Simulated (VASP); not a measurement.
# ZnO in VASP: notebook

Aim: see how the results for ZnO move with the level of theory and the settings. Levels: PBE, r2SCAN. Tasks: single point.

All numbers are computed with VASP 6.6.1; they aren't measurements. Logs are shortened: lines on timing, memory, paths and dates and some standing lists are left out, and cuts for length are marked.

### Step 1. The cell of the first run

It takes space group R-3m (No. 166, trigonal). Conventional cell: a = 3.033 Å, b = 3.033 Å, c = 7.362 Å, α = 90.00°, β = 90.00°, γ = 120.00°. Within 2.8 Å of Zn (site symmetry -3m) lie 6 O at 2.14 Å. O (site symmetry -3m) has 6 Zn at 2.14 Å within 2.8 Å.

### Step 2. Single point, PBE (epitaxial 111 strain +0.5%)

File INCAR:

```
PREC     = Accurate       # precision mode
ENCUT    = 520            # plane-wave cutoff, eV
EDIFF    = 1E-6           # SCF threshold, eV
ISMEAR   = -1             # smearing method
SIGMA    = 0.02           # smearing width, eV
LREAL    = False          # projectors in reciprocal space
LASPH    = True           # aspherical terms in the spheres
NELM     = 100            # most SCF steps
ALGO     = Normal         # electronic algorithm
ISIF     = 2              # what is computed and relaxed
LWAVE    = False          # write WAVECAR
LCHARG   = False          # write CHGCAR
GGA      = PE             # functional
NBANDS   = 16             # bands
```

File KPOINTS:

```
Automatic mesh
0
Gamma
  10 10 10
```

File POSCAR:

```
ZnO
1.0
   -0.0128026223      2.1316366160      2.1316366160
    2.1316366160     -0.0128026223      2.1316366160
    2.1316366160      2.1316366160     -0.0128026223
Zn O
1 1
Direct
    0.0000000000      0.0000000000      0.0000000000
    0.5000000000      0.5000000000      0.5000000000
```

Potentials or basis: VASP PAW PBE potentials, release 64 (Zn, O).

Command:

```sh
$ cat potpaw_PBE.64/Zn/POTCAR potpaw_PBE.64/O/POTCAR > POTCAR
$ mpirun -np 1 vasp_std > vasp.out
```

OUTCAR:

```text
PREC = Accurate
   ENCUT = 520
   EDIFF = 1E-6
   ISMEAR = -1
   LREAL = False
   LASPH = True
   NELM = 100
   ISIF = 2
   GGA = PE

 ion  position               nearest neighbor table
   1  0.000  0.000  0.000-   2 2.14   2 2.14   2 2.14   2 2.14   2 2.14   2 2.14
   2  0.500  0.500  0.500-   1 2.14   1 2.14   1 2.14   1 2.14   1 2.14   1 2.14

  LATTYP: Found a trigonal (rhomboedric) cell.
 ALAT       =     3.0146165979
 COS(alpha) =     0.4939850845

  Lattice vectors:

 A1 = (  -0.0128026223,   2.1316366160,   2.1316366160)
 A2 = (   2.1316366160,  -0.0128026223,   2.1316366160)
 A3 = (   2.1316366160,   2.1316366160,  -0.0128026223)

Analysis of symmetry for initial positions (statically):
=====================================================================
 Subroutine PRICEL returns:
 Original cell was already a primitive cell.

 Routine SETGRP: Setting up the symmetry group for a
 trigonal (rhombohedral) supercell.

 Subroutine GETGRP returns: Found 12 space group operations
 (whereof 12 operations were pure point group operations)
 out of a pool of 12 trial point group operations.

The static configuration has the point symmetry D_3d.

Analysis of symmetry for dynamics (positions and initial velocities):
=====================================================================
 Subroutine PRICEL returns:
 Original cell was already a primitive cell.

 Routine SETGRP: Setting up the symmetry group for a
 trigonal (rhombohedral) supercell.

 Subroutine GETGRP returns: Found 12 space group operations
 (whereof 12 operations were pure point group operations)
 out of a pool of 12 trial point group operations.

The dynamic configuration has the point symmetry D_3d.

 Subroutine INISYM returns: Found 12 space group operations
 (whereof 12 operations are pure point group operations),
 and found     1 'primitive' translations

----------------------------------------------------------------------------------------

                                     Primitive cell

  volume of cell :      19.5463

  direct lattice vectors                    reciprocal lattice vectors
    -0.012802622  2.131636616  2.131636616    -0.232458895  0.233863481  0.233863481
     2.131636616 -0.012802622  2.131636616     0.233863481 -0.232458895  0.233863481
     2.131636616  2.131636616 -0.012802622     0.233863481  0.233863481 -0.232458895

  length of vectors
     3.014616598  3.014616598  3.014616598     0.404254119  0.404254119  0.404254119

  position of ions in fractional coordinates (direct lattice)
     0.000000000  0.000000000  0.000000000
     0.500000000  0.500000000  0.500000000

  ion indices of the primitive-cell ions
   primitive index   ion index
                 1           1
                 2           2

----------------------------------------------------------------------------------------

 KPOINTS: Automatic mesh

Automatic generation of k-mesh.
 Grid dimensions read from file:
 generate k-points for:   10   10   10

 Generating k-lattice:

  Cartesian coordinates                     Fractional coordinates (reciprocal lattice)
    -0.023245890  0.023386348  0.023386348     0.100000000 -0.000000000 -0.000000000
     0.023386348 -0.023245890  0.023386348    -0.000000000  0.100000000 -0.000000000
     0.023386348  0.023386348 -0.023245890    -0.000000000 -0.000000000  0.100000000

  Length of vectors
     0.040425412  0.040425412  0.040425412

  Shift w.r.t. Gamma in fractional coordinates (k-lattice)
     0.000000000  0.000000000  0.000000000

 Subroutine IBZKPT returns following result:
 ===========================================

 Found    116 irreducible k-points:

 Following reciprocal coordinates:
            Coordinates               Weight
  0.000000  0.000000  0.000000      1.000000
  0.100000 -0.000000 -0.000000      6.000000
  0.200000 -0.000000 -0.000000      6.000000
  0.300000  0.000000  0.000000      6.000000
  0.400000  0.000000 -0.000000      6.000000
  0.500000  0.000000  0.000000      3.000000
[... 16 lines left out ...]
  0.300000  0.300000 -0.000000      6.000000
  0.400000  0.300000 -0.000000     12.000000
 [... further k-points ...]
   k-points           NKPTS =    116   k-points in BZ     NKDIM =    116   number of bands    NBANDS=     16
   number of dos      NEDOS =    301   number of ions     NIONS =      2
   total plane-waves  NPLWV =  13824
   dimension x,y,z NGX =    24 NGY =   24 NGZ =   24
   dimension x,y,z NGXF=    48 NGYF=   48 NGZF=   48
   ions per type =               1   1
   NGX,Y,Z   is equivalent  to a cutoff of  13.24, 13.24, 13.24 a.u.
   NGXF,Y,Z  is equivalent  to a cutoff of  26.47, 26.47, 26.47 a.u.
 SYSTEM =  unknown system
   PREC   = accura    normal or accurate (medium, high low for compatibility)
   ISTART =      0    job   : 0-new  1-cont  2-samecut
   ICHARG =      2    charge: 1-file 2-atom 10-const
   ISPIN  =      1    spin polarized calculation?
   LNONCOLLINEAR =      F non collinear calculations
   LSORBIT =      F    spin-orbit coupling
   LASPH  =      T    aspherical Exc in radial PAW
   ENCUT  =  520.0 eV  38.22 Ry    6.18 a.u.   5.61  5.61  5.61*2*pi/ulx,y,z
   NELM   =    100;   NELMIN=  2; NELMDL= -5     # of ELM steps
   EDIFF  = 0.1E-05   stopping-criterion for ELM
   LREAL  =      F    real-space projection
   EDIFFG = 0.1E-04   stopping-criterion for IOM
   NSW    =      0    number of steps for IOM
   IBRION =     -1    ionic relax: 0-MD 1-quasi-New 2-CG
   NFREE  =      0    steps in history (QN), initial steepest desc. (CG)
   ISIF   =      2    stress and relaxation
   ISYM   =      2    0-nonsym 1-usesym 2-fastsym
   POTIM  = 0.5000    time-step for ionic-motion
   TEBEG  =    0.0;   TEEND  =   0.0 temperature during run
   PSTRESS=    0.0 pullay stress
   NELECT =      18.0000    total number of electrons
   NUPDOWN=      -1.0000    fix difference up-down
   EMIN   =  10.00;   EMAX   =-10.00  energy-range for DOS
   EFERMI =   0.00;   METHOD = LEGACY
   ISMEAR =    -1;   SIGMA  =   0.02  broadening in eV -4-tet -1-fermi 0-gaus
   EFERMI_NEDOS =   21; number of points for ismear=-14 and -15
   IALGO  =     38    algorithm
   IMIX   =      4    mixing-type and parameters
     AMIX     =   0.40;   BMIX     =  1.00
     AMIX_MAG =   1.60;   BMIX_MAG =  1.00
  volume/ion in A,a.u.               =       9.77        65.95
  Fermi-wavevector in a.u.,A,eV,Ry     =   1.592737  3.009837 34.515426  2.536812
  Thomas-Fermi vector in A             =   2.691076
   LORBIT       =      0    0 simple, 1 ext, 2 COOP (PROOUT), +10 PAW based schemes
   GGA     = PE    functional components
   LHFCALC =     F    Hartree Fock is set to
   AEXX    =    0.0000 exact exchange contribution
   IVDW    =     0    specifies the selected vdW correction
   LEPSILON=     F    determine dielectric tensor
   LRPA    =     F    only Hartree local field effects (RPA)
 non-spin polarized calculation
  energy-cutoff  :      520.00
  volume of cell :       19.55
 maximum number of plane-waves:       540
 NGX is ok and might be reduce to    24
   NGX = 11   NGY = 11   NGZ = 11

 number of electron      18.0000006 magnetization

 Free energy of the ion-electron system (eV)
  ---------------------------------------------------
  ext. energy  EPLUGINS =         0.00000000
  ---------------------------------------------------
  free energy    TOTEN  =        -8.61032898 eV

  energy without entropy =       -8.61032898  energy(sigma->0) =       -8.61032898

 E-fermi :   3.2420     XC(G=0): -12.3100

 val. band max:        2.7687521807   @ k =   0.5000   0.0000   0.0000
 cond. band min:       3.6516755702   @ k =   0.0000   0.0000   0.0000
 fundamental gap:      0.8829233895
 Fermi energy:         3.2420214844

 k-point     1 :       0.0000    0.0000    0.0000
  band No.  band energies     occupation
      1     -15.8576      2.00000
      2      -2.1041      2.00000
      3      -2.1041      2.00000
      4      -2.0915      2.00000
      5      -1.8826      2.00000
      6      -1.8826      2.00000
[... 8 lines left out ...]
     15      22.1627      0.00000
     16      22.1627      0.00000

 k-point     2 :       0.1000   -0.0000   -0.0000
  band No.  band energies     occupation
      1     -15.7472      2.00000
      2      -2.1856      2.00000
      3      -2.1267      2.00000
      4      -2.1071      2.00000
      5      -1.9722      2.00000
      6      -1.9696      2.00000
[... 8 lines left out ...]
     15      22.2599      0.00000
     16      22.4402      0.00000

 k-point     3 :       0.2000   -0.0000   -0.0000
  band No.  band energies     occupation
      1     -15.4420      2.00000
      2      -2.6010      2.00000
      3      -2.4038      2.00000
      4      -2.3781      2.00000
      5      -1.9273      2.00000
      6      -1.9251      2.00000
[... 8 lines left out ...]
     15      23.0533      0.00000
     16      23.2775      0.00000

 k-point     4 :       0.3000    0.0000    0.0000
  band No.  band energies     occupation
      1     -15.0259      2.00000
      2      -3.4854      2.00000
      3      -2.7398      2.00000
      4      -2.7076      2.00000
      5      -1.8131      2.00000
      6      -1.8080      2.00000
[... 8 lines left out ...]
     15      24.4509      0.00000
     16      24.6961      0.00000
[... 324 lines left out ...]
 k-point    22 :      -0.2000    0.2000    0.0000
  band No.  band energies     occupation
      1     -14.9178      2.00000
      2      -3.4833      2.00000
      3      -2.8054      2.00000
      4      -2.5638      2.00000
      5      -1.8887      2.00000
      6      -1.6758      2.00000
[... 8 lines left out ...]
     15      24.7765      0.00000
     16      25.8066      0.00000

 k-point    23 :       0.3000    0.3000   -0.0000
  band No.  band energies     occupation
      1     -14.8604      2.00000
      2      -3.4257      2.00000
      3      -2.3823      2.00000
      4      -1.9427      2.00000
      5      -1.9337      2.00000
      6      -1.7498      2.00000
[... 8 lines left out ...]
     15      29.9274      0.00000
     16      31.1326      0.00000

 k-point    24 :       0.4000    0.3000   -0.0000
  band No.  band energies     occupation
      1     -14.6236      2.00000
      2      -3.4362      2.00000
      3      -2.5134      2.00000
      4      -2.0605      2.00000
      5      -1.8533      2.00000
      6      -1.6470      2.00000
[... 8 lines left out ...]
     15      30.3189      0.00000
     16      30.7188      0.00000

 [... further k-points ...]

------------------------ aborting loop because EDIFF is reached ----------------------------------------

  FORCE on cell =-STRESS in cart. coord.  units (eV):
  Direction    XX          YY          ZZ          XY          YZ          ZX
  --------------------------------------------------------------------------------------
  -------------------------------------------------------------------------------------
  Total        0.9649553      0.9649553      0.9649553      0.0597472      0.0597472      0.0597472
  in kB       79.0957734     79.0957734     79.0957734      4.8973774      4.8973774      4.8973774
  external PRESSURE =      79.0957734 kB  Pullay stress =       0.0000000 kB

 VOLUME and BASIS-vectors are now :
 -----------------------------------------------------------------------------
  energy-cutoff  :      520.00
  volume of cell :       19.55
      direct lattice vectors                 reciprocal lattice vectors
    -0.012802622  2.131636616  2.131636616    -0.232458895  0.233863481  0.233863481
     2.131636616 -0.012802622  2.131636616     0.233863481 -0.232458895  0.233863481
     2.131636616  2.131636616 -0.012802622     0.233863481  0.233863481 -0.232458895

 POSITION                                       TOTAL-FORCE (eV/Angst)
 -----------------------------------------------------------------------------------
      0.00000      0.00000      0.00000         0.000000     -0.000000     -0.000000
      2.12524      2.12524      2.12524         0.000000      0.000000      0.000000
 -----------------------------------------------------------------------------------
    total drift:                                0.000000     -0.000000     -0.000000

  FREE ENERGIE OF THE ION-ELECTRON SYSTEM (eV)
  ---------------------------------------------------
  free  energy   TOTEN  =        -8.6103289774 eV

  energy  without entropy=       -8.6103289774  energy(sigma->0) =       -8.61032898
```

Wall time 96 s (1 thread of AMD EPYC 7R13, shared host); peak memory 0.13 GiB.

What came out:

| Quantity | Value |
| --- | --- |
| Free energy | -8.6103 eV |
| Pressure | 7.9 GPa |
| Band gap on the k mesh | 0.88 eV, indirect (least direct gap 2.22 eV) |

Stress tensor (GPa, compression positive):
```
7.91 0.49 0.49
0.49 7.91 0.49
0.49 0.49 7.91
```

Levels at points of the mesh, in eV from the valence-band top:
```csv
k point,band 7,band 8,band 9,band 10,band 11,band 12
"(0.00, 0.00, 0.00)",-1.41,-1.41,-1.34,0.88,17.90,17.90
"(0.50, 0.00, 0.00)",-3.63,0.00,0.00,5.45,9.08,12.81
"(0.50, 0.50, 0.00)",-4.01,-2.86,-2.78,4.22,10.68,11.27
"(0.50, 0.50, 0.50)",-3.59,-0.01,-0.01,5.37,9.18,12.69
```

Caveat: the cell differs from its parent crystal (epitaxial 111 strain +0.5%). A k mesh can miss the band edges.

### Step 3. Single point, r2SCAN (uniaxial x strain -2.0%)

File POSCAR:

```
ZnO
1.0
    0.0000000000      2.1337703864      2.1337703864
    2.0910949787      0.0000000000      2.1337703864
    2.0910949787      2.1337703864      0.0000000000
Zn O
1 1
Direct
    0.0000000000      0.0000000000      0.0000000000
    0.5000000000      0.5000000000      0.5000000000
```

File INCAR.step1:

```
SYSTEM = ZnO
PREC     = Accurate       ! precision mode
ENCUT    = 520            ! plane-wave cutoff, eV
ISMEAR   = 0              ! smearing method
SIGMA    = 0.01           ! smearing width, eV
LREAL    = .False.        ! projectors in reciprocal space
LASPH    = .True.         ! aspherical terms in the spheres
NELM     = 100            ! most SCF steps
NBANDS   = 16             ! bands
GGA      = PE             ! functional
ALGO     = Normal         ! electronic algorithm
EDIFF    = 1E-4           ! SCF threshold, eV
LWAVE    = .True.         ! write WAVECAR
LCHARG   = .False.        ! write CHGCAR
```

File INCAR.step2:

```
SYSTEM = ZnO
PREC     = Accurate       ! precision mode
ENCUT    = 520            ! plane-wave cutoff, eV
EDIFF    = 1E-6           ! SCF threshold, eV
ISMEAR   = 0              ! smearing method
SIGMA    = 0.01           ! smearing width, eV
LREAL    = .False.        ! projectors in reciprocal space
LASPH    = .True.         ! aspherical terms in the spheres
NELM     = 100            ! most SCF steps
ALGO     = Normal         ! electronic algorithm
ISIF     = 2              ! what is computed and relaxed
LWAVE    = .False.        ! write WAVECAR
LCHARG   = .False.        ! write CHGCAR
METAGGA  = R2SCAN         ! meta-GGA
LMIXTAU  = .True.       
NBANDS   = 16             ! bands
ISTART   = 1
```

File KPOINTS:

```
regular mesh
0
Gamma
  10 10 10
  0 0 0
```

Potentials or basis: VASP PAW PBE potentials, release 64 (Zn, O).

Command:

```sh
$ cat potpaw_PBE.64/Zn/POTCAR potpaw_PBE.64/O/POTCAR > POTCAR
$ cp INCAR.step1 INCAR
$ mpirun -np 1 vasp_std > vasp.out
$ cp INCAR.step2 INCAR
$ mpirun -np 1 vasp_std > vasp.out
```

Wall time 7.3 min (1 thread of AMD EPYC 7R13, shared host); peak memory 0.13 GiB.

It converged, with:

```yaml
Free_energy: -17.9386 eV
Pressure: 5.7 GPa
Band_gap_on_the_k_mesh: 1.59 eV, indirect (least direct gap 3.14 eV)
```

Stress tensor (GPa, compression positive):
```
7.49 0.00 0.00
0.00 4.81 0.00
0.00 0.00 4.81
```

Levels at points of the mesh, in eV from the valence-band top:
| k point | band 6 | band 7 | band 8 | band 9 | band 10 | band 11 | band 12 | band 13 |
| --- | --- | --- | --- | --- | --- | --- | --- | --- |
| (0.00, 0.00, 0.00) | -4.80 | -1.66 | -1.55 | -1.55 | 1.59 | 18.86 | 18.86 | 18.95 |
| (0.50, 0.00, 0.00) | -4.57 | -3.72 | -0.13 | 0.00 | 6.15 | 10.19 | 13.61 | 14.07 |
| (0.50, 0.50, 0.00) | -4.44 | -4.15 | -3.16 | -2.96 | 5.07 | 11.67 | 12.02 | 16.68 |
| (0.00, 0.50, 0.50) | -4.45 | -4.11 | -3.13 | -3.13 | 5.05 | 11.75 | 11.97 | 16.63 |

Caveat: the cell differs from its parent crystal (uniaxial x strain -2.0%); the PAW data sets were made with another functional, which shifts forces and pressure a little.

### Step 4. Single point, r2SCAN (epitaxial 111 strain +0.5%)

File POSCAR:

```
ZnO
1.0
   -0.0128026223      2.1316366160      2.1316366160
    2.1316366160     -0.0128026223      2.1316366160
    2.1316366160      2.1316366160     -0.0128026223
Zn O
1 1
Direct
    0.0000000000      0.0000000000      0.0000000000
    0.5000000000      0.5000000000      0.5000000000
```

File INCAR.step1:

```
SYSTEM = ZnO
  PREC = Accurate
  ENCUT = 520
  ISMEAR = 0
  SIGMA = 0.01
  LREAL = .False.
  LASPH = .True.
  NELM = 60
  NBANDS = 16
  GGA = PE
  ALGO = Normal
  EDIFF = 1E-4
  LWAVE = .True.
  LCHARG = .False.
```

File INCAR.step2:

```
SYSTEM = ZnO
  PREC = Accurate
  ENCUT = 520
  EDIFF = 1E-6
  ISMEAR = 0
  SIGMA = 0.01
  LREAL = .False.
  LASPH = .True.
  NELM = 60
  ALGO = Normal
  ISIF = 2
  LWAVE = .False.
  LCHARG = .False.
  METAGGA = R2SCAN
  LMIXTAU = .True.
  NBANDS = 16
  ISTART = 1
```

File KPOINTS:

```
Automatic mesh
0
Gamma
  10 10 10
  0 0 0
```

Command:

```sh
$ cat potpaw_PBE.64/Zn/POTCAR potpaw_PBE.64/O/POTCAR > POTCAR
$ cp INCAR.step1 INCAR
$ mpirun -np 1 vasp_std > vasp.out
$ cp INCAR.step2 INCAR
$ mpirun -np 1 vasp_std > vasp.out
```

Wall time 6.2 min (1 thread of AMD EPYC 7R13, shared host); peak memory 0.14 GiB.

Results (log left out):

```yaml
Free_energy: -17.9490 eV
Pressure: 0.3 GPa
Band_gap_on_the_k_mesh: 1.51 eV, indirect (least direct gap 2.88 eV)
```

Stress tensor (GPa, compression positive):
```
0.32 0.52 0.52
0.52 0.32 0.52
0.52 0.52 0.32
```

Levels at points of the mesh, in eV from the valence-band top:
| k point | band 6 | band 7 | band 8 | band 9 | band 10 | band 11 | band 12 | band 13 |
| --- | --- | --- | --- | --- | --- | --- | --- | --- |
| (0.00, 0.00, 0.00) | -4.72 | -1.44 | -1.44 | -1.37 | 1.51 | 18.70 | 18.70 | 18.97 |
| (0.50, 0.00, 0.00) | -4.50 | -3.65 | 0.00 | 0.00 | 6.20 | 9.97 | 13.74 | 13.84 |
| (0.50, 0.50, 0.00) | -4.38 | -4.10 | -2.91 | -2.83 | 4.99 | 11.66 | 11.94 | 16.53 |
| (0.50, 0.50, 0.50) | -4.49 | -3.62 | -0.01 | -0.01 | 6.11 | 10.08 | 13.62 | 13.62 |

Caveat: the cell differs from its parent crystal (epitaxial 111 strain +0.5%); the PAW data sets were made with another functional, which shifts forces and pressure a little. A k mesh can miss the band edges.

### Step 5. The runs side by side

```csv
level,cell,smearing,gap on the mesh (eV),pressure (GPa)
PBE,"a = 3.015 Å, angles 60.4°, 2 atoms",fermi-dirac 0.02 eV,0.88,7.9
r2SCAN,"a = 3.018, b = 2.988, c = 2.988 Å, angles 60.7, 59.7, 59.7°, 2 atoms",gaussian 0.01 eV,1.59,5.7
r2SCAN,"a = 3.015 Å, angles 60.4°, 2 atoms",gaussian 0.01 eV,1.51,0.3
```

Alike in all rows: task single point; potentials or basis VASP PAW PBE potentials, release 64 (Zn, O); no spin polarisation; k mesh 10 × 10 × 10; cutoff (eV) 520.

Caveats: the PAW data sets were made with another functional, which shifts forces and pressure a little (some runs).

Absolute energies hang on the potentials; compare differences alone.
